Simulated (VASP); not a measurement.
# KSrBr3 in VASP: settings compared, part 3 of 3

VASP 6.6.1.

### 6 Single point, r2SCAN (uniaxial z strain -2.5%)

POSCAR reads:

```
KSrBr3
1.0
    5.9380462104      0.0000000000      0.0000000000
    0.0000000000      5.9380462104      0.0000000000
    0.0000000000      0.0000000000      5.7895950551
K Sr Br
1 1 3
Direct
    0.0000000000      0.0000000000      0.0000000000
    0.5000000000      0.5000000000      0.5000000000
    0.5000000000      0.5000000000      0.0000000000
    0.5000000000      0.0000000000      0.5000000000
    0.0000000000      0.5000000000      0.5000000000
```

INCAR.step1 reads:

```
SYSTEM = KSrBr3
ALGO = Normal ; EDIFF = 1E-4
ENCUT = 520 ; GGA = PE
ISMEAR = 0 ; LASPH = .TRUE.
LCHARG = .FALSE. ; LREAL = .FALSE.
LWAVE = .TRUE. ; NBANDS = 28
NELM = 100 ; PREC = Accurate
SIGMA = 0.01
```

INCAR.step2 reads:

```
SYSTEM = KSrBr3
ALGO = Normal ; EDIFF = 1E-6
ENCUT = 520 ; ISIF = 2
ISMEAR = 0 ; ISTART = 1
LASPH = .TRUE. ; LCHARG = .TRUE.
LELF = .TRUE. ; LMIXTAU = .TRUE.
LREAL = .FALSE. ; LVHAR = .TRUE.
LWAVE = .FALSE. ; METAGGA = R2SCAN
NBANDS = 28 ; NELM = 100
PREC = Accurate ; SIGMA = 0.01
```

KPOINTS reads:

```
k-points
0
G
  4 4 4
  0 0 0
```

Potentials or basis: VASP PAW PBE potentials, release 64 (K_sv, Sr_sv, Br).

Run with:

```
$ cat potpaw_PBE.64/K_sv/POTCAR potpaw_PBE.64/Sr_sv/POTCAR potpaw_PBE.64/Br/POTCAR > POTCAR
$ cp INCAR.step1 INCAR
$ mpirun -np 1 vasp_std > vasp.out
$ cp INCAR.step2 INCAR
$ mpirun -np 1 vasp_std > vasp.out
```

OUTCAR:

```text
SYSTEM = KSrBr3
   EDIFF = 1E-6
   ENCUT = 520
   ISIF = 2
   ISMEAR = 0
   ISTART = 1
   LASPH = .TRUE.
   LREAL = .FALSE.
   METAGGA = R2SCAN
   NELM = 100
   PREC = Accurate

 ion  position               nearest neighbor table
   1  0.000  0.000  0.000-
   2  0.500  0.500  0.500-   3 2.89   3 2.89   5 2.97   4 2.97   4 2.97   5 2.97
   3  0.500  0.500  0.000-   2 2.89   2 2.89
   4  0.500  0.000  0.500-   2 2.97   2 2.97
   5  0.000  0.500  0.500-   2 2.97   2 2.97

  LATTYP: Found a simple tetragonal cell.
 ALAT       =     5.9380462104
 C/A-ratio  =     0.9750000000

  Lattice vectors:

 A1 = (   5.9380462104,   0.0000000000,   0.0000000000)
 A2 = (   0.0000000000,   5.9380462104,   0.0000000000)
 A3 = (   0.0000000000,   0.0000000000,   5.7895950551)

Analysis of symmetry for initial positions (statically):
=====================================================================
 Subroutine PRICEL returns:
 Original cell was already a primitive cell.

 Routine SETGRP: Setting up the symmetry group for a
 simple tetragonal supercell.

 Subroutine GETGRP returns: Found 16 space group operations
 (whereof 16 operations were pure point group operations)
 out of a pool of 16 trial point group operations.

The static configuration has the point symmetry D_4h.

Analysis of symmetry for dynamics (positions and initial velocities):
=====================================================================
 Subroutine PRICEL returns:
 Original cell was already a primitive cell.

 Routine SETGRP: Setting up the symmetry group for a
 simple tetragonal supercell.

 Subroutine GETGRP returns: Found 16 space group operations
 (whereof 16 operations were pure point group operations)
 out of a pool of 16 trial point group operations.

The dynamic configuration has the point symmetry D_4h.

 Subroutine INISYM returns: Found 16 space group operations
 (whereof 16 operations are pure point group operations),
 and found     1 'primitive' translations

----------------------------------------------------------------------------------------

                                     Primitive cell

  volume of cell :     204.1434

  direct lattice vectors                    reciprocal lattice vectors
     5.938046210  0.000000000  0.000000000     0.168405560  0.000000000  0.000000000
     0.000000000  5.938046210  0.000000000     0.000000000  0.168405560  0.000000000
     0.000000000  0.000000000  5.789595055     0.000000000  0.000000000  0.172723652

  length of vectors
     5.938046210  5.938046210  5.789595055     0.168405560  0.168405560  0.172723652

  position of ions in fractional coordinates (direct lattice)
     0.000000000  0.000000000  0.000000000
     0.500000000  0.500000000  0.500000000
     0.500000000  0.500000000  0.000000000
     0.500000000  0.000000000  0.500000000
     0.000000000  0.500000000  0.500000000

  ion indices of the primitive-cell ions
   primitive index   ion index
                 1           1
                 2           2
                 3           3
                 4           4
                 5           5

[... 20 lines left out ...]

 Subroutine IBZKPT returns following result:
 ===========================================

 Found     18 irreducible k-points:

 Following reciprocal coordinates:
            Coordinates               Weight
  0.000000  0.000000  0.000000      1.000000
  0.250000  0.000000  0.000000      4.000000
  0.500000  0.000000  0.000000      2.000000
  0.250000  0.250000  0.000000      4.000000
  0.500000  0.250000  0.000000      4.000000
  0.500000  0.500000  0.000000      1.000000
[... 10 lines left out ...]
  0.500000  0.250000  0.500000      4.000000
  0.500000  0.500000  0.500000      1.000000
   k-points           NKPTS =     18   k-points in BZ     NKDIM =     18   number of bands    NBANDS=     28
   number of dos      NEDOS =    301   number of ions     NIONS =      5
   total plane-waves  NPLWV = 110592
   dimension x,y,z NGX =    48 NGY =   48 NGZ =   48
   dimension x,y,z NGXF=    96 NGYF=   96 NGZF=   96
   ions per type =               1   1   3
   NGX,Y,Z   is equivalent  to a cutoff of  13.44, 13.44, 13.78 a.u.
   NGXF,Y,Z  is equivalent  to a cutoff of  26.88, 26.88, 27.57 a.u.
 SYSTEM =  KSrBr3
   PREC   = accura    normal or accurate (medium, high low for compatibility)
   ISTART =      1    job   : 0-new  1-cont  2-samecut
   ICHARG =      0    charge: 1-file 2-atom 10-const
   ISPIN  =      1    spin polarized calculation?
   LNONCOLLINEAR =      F non collinear calculations
   LSORBIT =      F    spin-orbit coupling
   LASPH  =      T    aspherical Exc in radial PAW
   ENCUT  =  520.0 eV  38.22 Ry    6.18 a.u.  11.04 11.04 10.76*2*pi/ulx,y,z
   NELM   =    100;   NELMIN=  2; NELMDL=  0     # of ELM steps
   EDIFF  = 0.1E-05   stopping-criterion for ELM
   LREAL  =      F    real-space projection
   EDIFFG = 0.1E-04   stopping-criterion for IOM
   NSW    =      0    number of steps for IOM
   IBRION =     -1    ionic relax: 0-MD 1-quasi-New 2-CG
   NFREE  =      0    steps in history (QN), initial steepest desc. (CG)
   ISIF   =      2    stress and relaxation
   ISYM   =      2    0-nonsym 1-usesym 2-fastsym
   POTIM  = 0.5000    time-step for ionic-motion
   TEBEG  =    0.0;   TEEND  =   0.0 temperature during run
   PSTRESS=    0.0 pullay stress
   NELECT =      40.0000    total number of electrons
   NUPDOWN=      -1.0000    fix difference up-down
   EMIN   =  10.00;   EMAX   =-10.00  energy-range for DOS
   EFERMI =   0.00;   METHOD = LEGACY
   ISMEAR =     0;   SIGMA  =   0.01  broadening in eV -4-tet -1-fermi 0-gaus
   EFERMI_NEDOS =   21; number of points for ismear=-14 and -15
   IALGO  =     38    algorithm
   IMIX   =      4    mixing-type and parameters
     AMIX     =   0.40;   BMIX     =  1.00
     AMIX_MAG =   1.60;   BMIX_MAG =  1.00
  volume/ion in A,a.u.               =      40.83       275.53
  Fermi-wavevector in a.u.,A,eV,Ry     =   0.950860  1.796864 12.301489  0.904134
  Thomas-Fermi vector in A             =   2.079276
   LORBIT       =      0    0 simple, 1 ext, 2 COOP (PROOUT), +10 PAW based schemes
   METAGGA = R2SCAN    functional components
   LHFCALC =     F    Hartree Fock is set to
   AEXX    =    0.0000 exact exchange contribution
   IVDW    =     0    specifies the selected vdW correction
   LEPSILON=     F    determine dielectric tensor
   LRPA    =     F    only Hartree local field effects (RPA)
 non-spin polarized calculation
 Gauss-broadening in eV      SIGMA  =   0.01
  energy-cutoff  :      520.00
  volume of cell :      204.14
 maximum number of plane-waves:      5520
 NGX is ok and might be reduce to    48
   NGX = 23   NGY = 23   NGZ = 21

 number of electron      40.0000001 magnetization

 Free energy of the ion-electron system (eV)
  ---------------------------------------------------
  ext. energy  EPLUGINS =         0.00000000
  ---------------------------------------------------
  free energy    TOTEN  =       -71.58841076 eV

  energy without entropy =      -71.58841076  energy(sigma->0) =      -71.58841076

 E-fermi :  -1.6578     XC(G=0):  -7.3697

 val. band max:       -1.8149590538   @ k =   0.5000   0.5000   0.5000
 cond. band min:       2.6422580489   @ k =   0.0000   0.0000   0.0000
 fundamental gap:      4.4572171027
 Fermi energy:        -1.6577688787

 k-point     1 :       0.0000    0.0000    0.0000
  band No.  band energies     occupation
      1     -35.7770      2.00000
      2     -32.2188      2.00000
      3     -17.2894      2.00000
      4     -17.2631      2.00000
      5     -17.2631      2.00000
      6     -15.0879      2.00000
[... 547 lines left out ...]
     27       6.6178      0.00000
     28       7.3800      0.00000

------------------------ aborting loop because EDIFF is reached ----------------------------------------

  FORCE on cell =-STRESS in cart. coord.  units (eV):
  Direction    XX          YY          ZZ          XY          YZ          ZX
  --------------------------------------------------------------------------------------
  -------------------------------------------------------------------------------------
  Total        0.2224004      0.2224004      1.7849082      0.0000000     -0.0000000      0.0000000
  in kB        1.7454636      1.7454636     14.0084837      0.0000000     -0.0000000      0.0000000
  external PRESSURE =       5.8331370 kB  Pullay stress =       0.0000000 kB

 VOLUME and BASIS-vectors are now :
 -----------------------------------------------------------------------------
  energy-cutoff  :      520.00
  volume of cell :      204.14
      direct lattice vectors                 reciprocal lattice vectors
     5.938046210  0.000000000  0.000000000     0.168405560  0.000000000  0.000000000
     0.000000000  5.938046210  0.000000000     0.000000000  0.168405560  0.000000000
     0.000000000  0.000000000  5.789595055     0.000000000  0.000000000  0.172723652

 POSITION                                       TOTAL-FORCE (eV/Angst)
 -----------------------------------------------------------------------------------
      0.00000      0.00000      0.00000         0.000000      0.000000      0.000000
      2.96902      2.96902      2.89480         0.000000      0.000000      0.000000
      2.96902      2.96902      0.00000         0.000000      0.000000      0.000000
      2.96902      0.00000      2.89480         0.000000      0.000000      0.000000
      0.00000      2.96902      2.89480         0.000000      0.000000      0.000000
 -----------------------------------------------------------------------------------
    total drift:                                0.000000     -0.000000     -0.000000

  FREE ENERGIE OF THE ION-ELECTRON SYSTEM (eV)
  ---------------------------------------------------
  free  energy   TOTEN  =       -71.5884107570 eV

  energy  without entropy=      -71.5884107570  energy(sigma->0) =      -71.58841076
```

It took 4.3 min on 1 thread of AMD EPYC 9R45 (Zen 5), shared host; peak memory 0.4 GiB.

What came out:

```
Free energy            : -71.5884 eV
Pressure               : 0.6 GPa
Band gap on the k mesh : 4.46 eV, indirect (least direct gap 4.70 eV)
```

Levels at points of the mesh, in eV from the valence-band top:
```
           k point  band 17  band 18  band 19  band 20  band 21  band 22  band 23  band 24
(0.00, 0.00, 0.00)    -0.48    -0.26    -0.26    -0.24     4.46     5.80     5.82     5.82
(0.50, 0.00, 0.00)    -0.76    -0.61    -0.34    -0.32     6.00     6.13     6.22     7.03
(0.50, 0.50, 0.00)    -0.79    -0.76    -0.76    -0.04     6.82     7.15     7.15     7.46
(0.00, 0.00, 0.50)    -0.85    -0.60    -0.35    -0.35     6.03     6.17     6.25     7.19
(0.50, 0.00, 0.50)    -0.79    -0.75    -0.75    -0.01     6.83     7.18     7.31     7.46
(0.50, 0.50, 0.50)    -1.34    -0.03     0.00     0.00     5.83     7.14     7.17     7.17
```

Caveat: the cell differs from its parent crystal (uniaxial z strain -2.5%); the PAW data sets were made with another functional, which shifts forces and pressure a little. A k mesh can miss the band edges.

### 7 Single point, r2SCAN (uniaxial x strain +1.0%)

Edit POSCAR of step 6 so:

```diff
@@ -2,5 +2,5 @@
 1.0
-    5.9380462104      0.0000000000      0.0000000000
+    5.9974266725      0.0000000000      0.0000000000
     0.0000000000      5.9380462104      0.0000000000
-    0.0000000000      0.0000000000      5.7895950551
+    0.0000000000      0.0000000000      5.9380462104
 K Sr Br
```

INCAR.step1 reads:

```
SYSTEM = KSrBr3
PREC = Accurate
ENCUT = 520
ISMEAR = 0
SIGMA = 0.01
LREAL = .FALSE.
LASPH = .TRUE.
NELM = 100
NBANDS = 28
GGA = PE
ALGO = Normal
EDIFF = 1E-4
LWAVE = .TRUE.
LCHARG = .FALSE.
```

INCAR.step2 reads:

```
SYSTEM = KSrBr3
PREC = Accurate
ENCUT = 520
EDIFF = 1E-6
ISMEAR = 0
SIGMA = 0.01
LREAL = .FALSE.
LASPH = .TRUE.
NELM = 100
ALGO = Normal
ISIF = 2
LWAVE = .FALSE.
LCHARG = .FALSE.
METAGGA = R2SCAN
LMIXTAU = .TRUE.
NBANDS = 28
ISTART = 1
```

KPOINTS reads:

```
regular mesh
0
G
  4 4 4
  0 0 0
```

Run with:

```
$ cat potpaw_PBE.64/K_sv/POTCAR potpaw_PBE.64/Sr_sv/POTCAR potpaw_PBE.64/Br/POTCAR > POTCAR
$ cp INCAR.step1 INCAR
$ mpirun -np 1 vasp_std > vasp.out
$ cp INCAR.step2 INCAR
$ mpirun -np 1 vasp_std > vasp.out
```

Run time: 4.6 min. Hardware: 1 thread of AMD EPYC 9R45 (Zen 5), shared host; peak memory 0.4 GiB.

It converged, with:

```
Free energy            : -71.6096 eV
Pressure               : -0.1 GPa
Band gap on the k mesh : 4.42 eV, indirect (least direct gap 4.67 eV)
```

Stress tensor (GPa, compression positive):
```
-0.39  0.00  0.00
 0.00  0.00  0.00
 0.00  0.00  0.00
```

Levels at points of the mesh, in eV from the valence-band top:
```tsv
k point	band 17	band 18	band 19	band 20	band 21	band 22	band 23	band 24
(0.00, 0.00, 0.00)	-0.46	-0.26	-0.26	-0.26	4.42	5.82	5.82	5.83
(0.50, 0.00, 0.00)	-0.72	-0.57	-0.33	-0.33	6.00	6.05	6.14	6.97
(0.00, 0.50, 0.00)	-0.75	-0.56	-0.34	-0.33	6.01	6.10	6.11	7.03
(0.50, 0.50, 0.00)	-0.73	-0.72	-0.72	-0.02	6.73	7.10	7.15	7.38
(0.00, 0.50, 0.50)	-0.76	-0.71	-0.71	-0.01	6.73	7.16	7.16	7.33
(0.50, 0.50, 0.50)	-1.31	-0.01	-0.01	0.00	5.82	7.11	7.11	7.12
```

Caveat: the cell differs from its parent crystal (uniaxial x strain +1.0%); the PAW data sets were made with another functional, which shifts forces and pressure a little. A k mesh can miss the band edges.

### 8 Overview

```tsv
level	cell	smearing	gap on the mesh (eV)	pressure (GPa)
r2SCAN	a = 5.938 Å, 5 atoms	gaussian 0.01 eV	4.44	0.0
r2SCAN	a = 6.086 Å, 5 atoms	gaussian 0.01 eV	4.35	-1.1
PBE	a = 5.938, b = 5.938, c = 5.790 Å, 5 atoms	fermi-dirac 0.02 eV	3.77	1.0
PBE	a = 5.997, b = 5.938, c = 5.938 Å, 5 atoms	fermi-dirac 0.02 eV	3.73	0.3
r2SCAN	a = 5.938, b = 5.938, c = 5.790 Å, 5 atoms	gaussian 0.01 eV	4.46	0.6
r2SCAN	a = 5.997, b = 5.938, c = 5.938 Å, 5 atoms	gaussian 0.01 eV	4.42	-0.1
```

Alike in all rows: task single point; potentials or basis VASP PAW PBE potentials, release 64 (K_sv, Sr_sv, Br); no spin polarisation; k mesh 4 × 4 × 4; cutoff (eV) 520.

Caveats: the PAW data sets were made with another functional, which shifts forces and pressure a little (some runs).

Absolute energies hang on the potentials; compare differences alone.
